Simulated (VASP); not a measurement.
# Pt3Se5 in VASP: single point with PBEsol

Aim: the single point of Pt3Se5 with PBEsol.

Everything below comes from runs of VASP 6.6.1. Logs are shortened: lines on timing, memory, paths and dates and some standing lists are left out, and cuts for length are marked.

## (1) The cell of the first run

The cell holds a slab with vacuum, 16 atoms: a = 3.761 Å, b = 8.129 Å, c = 24.742 Å, α = 90.00°, β = 90.00°, γ = 90.00°.

## (2) Single point, PBEsol

File INCAR:

```
PREC = Accurate
ENCUT = 520
EDIFF = 1E-6
ISMEAR = 0
SIGMA = 0.1
LREAL = Auto
LASPH = T
NELM = 80
ALGO = Normal
ISIF = 2
LWAVE = F
LCHARG = F
LDIPOL = T
IDIPOL = 3
DIPOL = 0.5 0.5 0.500
GGA = PS
NBANDS = 74
```

File KPOINTS:

```
Automatic mesh
0
Gamma
  9 5 1
```

File POSCAR:

```
Pt3Se5
1.0
    3.7607249066      0.0000000000      0.0000000000
    0.0000000000      8.1290185517      0.0000000000
    0.0000000000      0.0000000000     24.7424025113
Pt Se
6 10
Direct
    0.5000000000      0.4344283282      0.3055471588
    0.0000000000      0.3545560311      0.3854643416
    0.5000000000      0.0403570972      0.4652557610
    0.0000000000      0.7123676384      0.5347443247
    0.5000000000      0.3981689462      0.6145355736
    0.0000000000      0.3182969371      0.6944526468
    0.0000000000      0.4759175315      0.2495986800
    0.5000000000      0.1563381663      0.3701340701
    0.5000000000      0.5490244223      0.4003294891
    0.0000000000      0.8494040458      0.4433525489
    0.0000000000      0.2332641740      0.4853928558
    0.5000000000      0.5194604907      0.5146073693
    0.5000000000      0.9033205176      0.5566474353
    0.0000000000      0.2037005075      0.5996702662
    0.0000000000      0.5963869206      0.6298661515
    0.5000000000      1.2768089927      0.7504013273
```

Potentials or basis: VASP PAW PBE potentials, release 64 (Pt, Se).

Launch:

```bash
> cat potpaw_PBE.64/Pt/POTCAR potpaw_PBE.64/Se/POTCAR > POTCAR
> mpirun -np 1 vasp_std > vasp.out
```

OUTCAR:

```text
PREC = Accurate
   ENCUT = 520
   EDIFF = 1E-6
   ISMEAR = 0
   LREAL = Auto
   LASPH = T
   NELM = 80
   ISIF = 2
   GGA = PS

 ion  position               nearest neighbor table
   1  0.500  0.434  0.306-   7 2.36   7 2.36   9 2.52   8 2.77   2 2.80   2 2.80
   2  0.000  0.355  0.385-   9 2.48   9 2.48   8 2.51   8 2.51  11 2.66   1 2.80   1 2.80
   3  0.500  0.040  0.465-  10 2.50  10 2.50  11 2.50  11 2.50  13 2.52   8 2.54
   4  0.000  0.712  0.535-  13 2.50  13 2.50  12 2.50  12 2.50  10 2.52  15 2.54
   5  0.500  0.398  0.615-  14 2.48  14 2.48  15 2.51  15 2.51  12 2.66   6 2.80   6 2.80
   6  0.000  0.318  0.694-  16 2.36  16 2.36  14 2.52  15 2.77   5 2.80   5 2.80
   7  0.000  0.476  0.250-   1 2.36   1 2.36
   8  0.500  0.156  0.370-   2 2.51   2 2.51   3 2.54   1 2.77
   9  0.500  0.549  0.400-   2 2.48   2 2.48   1 2.52
  10  0.000  0.849  0.443-   3 2.50   3 2.50   4 2.52
  11  0.000  0.233  0.485-   3 2.50   3 2.50   2 2.66
  12  0.500  0.519  0.515-   4 2.50   4 2.50   5 2.66
  13  0.500  0.903  0.557-   4 2.50   4 2.50   3 2.52
  14  0.000  0.204  0.600-   5 2.48   5 2.48   6 2.52
  15  0.000  0.596  0.630-   5 2.51   5 2.51   4 2.54   6 2.77
  16  0.500  0.277  0.750-   6 2.36   6 2.36

  LATTYP: Found a simple orthorhombic cell.
 ALAT       =     3.7607249066
 B/A-ratio  =     2.1615562833
 C/A-ratio  =     6.5791577756

  Lattice vectors:

 A1 = (   3.7607249066,   0.0000000000,   0.0000000000)
 A2 = (   0.0000000000,   8.1290185517,   0.0000000000)
 A3 = (   0.0000000000,   0.0000000000,  24.7424025113)

Analysis of symmetry for initial positions (statically):
=====================================================================
 Subroutine PRICEL returns:
 Original cell was already a primitive cell.

 Routine SETGRP: Setting up the symmetry group for a
 simple orthorhombic supercell.

 Subroutine GETGRP returns: Found  4 space group operations
 (whereof  2 operations were pure point group operations)
 out of a pool of  8 trial point group operations.

The static configuration has the point symmetry C_1h.
 The point group associated with its full space group is C_2h.

Analysis of symmetry for dynamics (positions and initial velocities):
=====================================================================
 Subroutine PRICEL returns:
[... 136 lines left out ...]
   POTIM  = 0.5000    time-step for ionic-motion
   TEBEG  =    0.0;   TEEND  =   0.0 temperature during run
   PSTRESS=    0.0 pullay stress
   NELECT =     120.0000    total number of electrons
   NUPDOWN=      -1.0000    fix difference up-down
   EMIN   =  10.00;   EMAX   =-10.00  energy-range for DOS
   EFERMI =   0.00;   METHOD = LEGACY
   ISMEAR =     0;   SIGMA  =   0.10  broadening in eV -4-tet -1-fermi 0-gaus
   EFERMI_NEDOS =   21; number of points for ismear=-14 and -15
   IALGO  =     38    algorithm
   IMIX   =      4    mixing-type and parameters
     AMIX     =   0.40;   BMIX     =  1.00
     AMIX_MAG =   1.60;   BMIX_MAG =  1.00
  volume/ion in A,a.u.               =      47.28       319.03
  Fermi-wavevector in a.u.,A,eV,Ry     =   0.886240  1.674751 10.686308  0.785422
  Thomas-Fermi vector in A             =   2.007380
   LORBIT       =      0    0 simple, 1 ext, 2 COOP (PROOUT), +10 PAW based schemes
   GGA     = PS    functional components
   LHFCALC =     F    Hartree Fock is set to
   AEXX    =    0.0000 exact exchange contribution
   IVDW    =     0    specifies the selected vdW correction
   LEPSILON=     F    determine dielectric tensor
   LRPA    =     F    only Hartree local field effects (RPA)
 non-spin polarized calculation
 Gauss-broadening in eV      SIGMA  =   0.10
  energy-cutoff  :      520.00
  volume of cell :      756.40
 maximum number of plane-waves:     20434
 NGX is ok and might be reduce to    28
   NGX = 13   NGY = 31   NGZ = 93

 number of electron     119.9999995 magnetization

 dipolmoment           0.000000      0.000000     -0.000002 electrons x Angstroem

 Free energy of the ion-electron system (eV)
  ---------------------------------------------------
  ext. energy  EPLUGINS =         0.00000000
  ---------------------------------------------------
  free energy    TOTEN  =       -83.03210997 eV

  energy without entropy =      -82.98318701  energy(sigma->0) =      -83.00764849

 E-fermi :  -0.5240     XC(G=0):  -5.3546

 val. band max:       -0.5288258117   @ k =   0.2222   0.2000   0.0000
 cond. band min:      -0.4951596519   @ k =   0.0000   0.2000   0.0000
 fundamental gap:      0.0336661598
 Fermi energy:        -0.5239971977

 k-point     1 :       0.0000    0.0000    0.0000
  band No.  band energies     occupation
      1     -15.7625      2.00000
      2     -15.0178      2.00000
      3     -14.4510      2.00000
      4     -14.3440      2.00000
      5     -14.0949      2.00000
      6     -13.8562      2.00000
[... 1114 lines left out ...]
     71       3.7259      0.00000
     72       3.8105      0.00000
 [bands above 72 left out]

------------------------ aborting loop because EDIFF is reached ----------------------------------------

 vacuum level on the upper side and lower side of the slab       (xc-potential included)        -0.120        -0.120

  FORCE on cell =-STRESS in cart. coord.  units (eV):
  Direction    XX          YY          ZZ          XY          YZ          ZX
  --------------------------------------------------------------------------------------
  -------------------------------------------------------------------------------------
  Total       -5.9898271      1.6205732      0.0729658      0.0000000      0.0613232      0.0000000
  in kB      -12.6874202      3.4326355      0.1545533      0.0000000      0.1298924      0.0000000
  external PRESSURE =      -3.0334105 kB  Pullay stress =       0.0000000 kB

 VOLUME and BASIS-vectors are now :
 -----------------------------------------------------------------------------
  energy-cutoff  :      520.00
  volume of cell :      756.40
      direct lattice vectors                 reciprocal lattice vectors
     3.760724907  0.000000000  0.000000000     0.265906182  0.000000000  0.000000000
     0.000000000  8.129018552  0.000000000     0.000000000  0.123016080  0.000000000
     0.000000000  0.000000000 24.742402511     0.000000000  0.000000000  0.040416447

 POSITION                                       TOTAL-FORCE (eV/Angst)
 -----------------------------------------------------------------------------------
      1.88036      3.53148      7.55997         0.000000     -0.022084      0.021746
      0.00000      2.88219      9.53731         0.000000     -0.006928     -0.008092
      1.88036      0.32806     11.51155         0.000000      0.000466      0.005895
      0.00000      5.79085     13.23086         0.000000     -0.000466     -0.005895
      1.88036      3.23672     15.20509         0.000000      0.006928      0.008092
      0.00000      2.58744     17.18243         0.000000      0.022084     -0.021746
[... 8 lines left out ...]
      0.00000      4.84804     15.58440         0.000000      0.006947      0.011997
      1.88036      2.25019     18.56673         0.000000     -0.006368      0.022674
 -----------------------------------------------------------------------------------
    total drift:                                0.000000     -0.000606     -0.001740

  FREE ENERGIE OF THE ION-ELECTRON SYSTEM (eV)
  ---------------------------------------------------
  free  energy   TOTEN  =       -83.0321099656 eV

  energy  without entropy=      -82.9831870075  energy(sigma->0) =      -83.00764849

 vacuum level on the upper side and lower side of the slab         4.728         4.728
```

OSZICAR:

```text
N       E                     dE             d eps       ncg     rms          rms(c)
DAV:   1     0.871247182835E+03    0.87125E+03   -0.46774E+04  2220   0.131E+03
DAV:   2     0.907846413148E+01   -0.86217E+03   -0.82239E+03  2998   0.245E+02
DAV:   3    -0.840308112468E+02   -0.93109E+02   -0.90633E+02  2592   0.840E+01
[... 17 lines left out ...]
DAV:  21    -0.830320838293E+02   -0.34202E-04   -0.10175E-06  1742   0.244E-03    0.930E-04
DAV:  22    -0.830320966621E+02   -0.12833E-04   -0.20759E-07  1576   0.117E-03    0.593E-04
DAV:  23    -0.830321067075E+02   -0.10045E-04   -0.26234E-07  1530   0.909E-04    0.250E-04
DAV:  24    -0.830321093262E+02   -0.26187E-05   -0.79943E-08  1468   0.501E-04    0.168E-04
DAV:  25    -0.830321099656E+02   -0.63935E-06   -0.31430E-08  1420   0.309E-04
   1 F= -.83032110E+02 E0= -.83007648E+02  d E =-.489230E-01
```

Wall time 42 min (1 thread of Intel Xeon 8259CL, shared host); peak memory 0.96 GiB.

Results:

| Item | Value |
| --- | --- |
| Free energy | -83.0321 eV |
| Largest force | 0.031 eV/Å |
| Band gap on the k mesh | zero (bands 60 and 61 overlap by 0.45 eV) |

Forces in eV/Å, atoms in the order of the input:
```
Pt   0.000 -0.022  0.022
Pt   0.000 -0.007 -0.008
Pt   0.000  0.000  0.006
Pt   0.000  0.000 -0.006
Pt   0.000  0.007  0.008
Pt   0.000  0.022 -0.022
Se   0.000  0.006 -0.023
Se   0.000 -0.007 -0.012
Se   0.000  0.026 -0.001
Se   0.000 -0.006 -0.012
Se   0.000  0.023 -0.004
Se   0.000 -0.023  0.004
Se   0.000  0.006  0.012
Se   0.000 -0.026  0.001
Se   0.000  0.007  0.012
Se   0.000 -0.006  0.023
```

Caveat: the PAW data sets were made with another functional, which shifts forces and pressure a little; spin-orbit coupling is left out, which moves the levels of the heavy elements.

The gap in the log of VASP goes by the Fermi energy; the results here count the filled bands.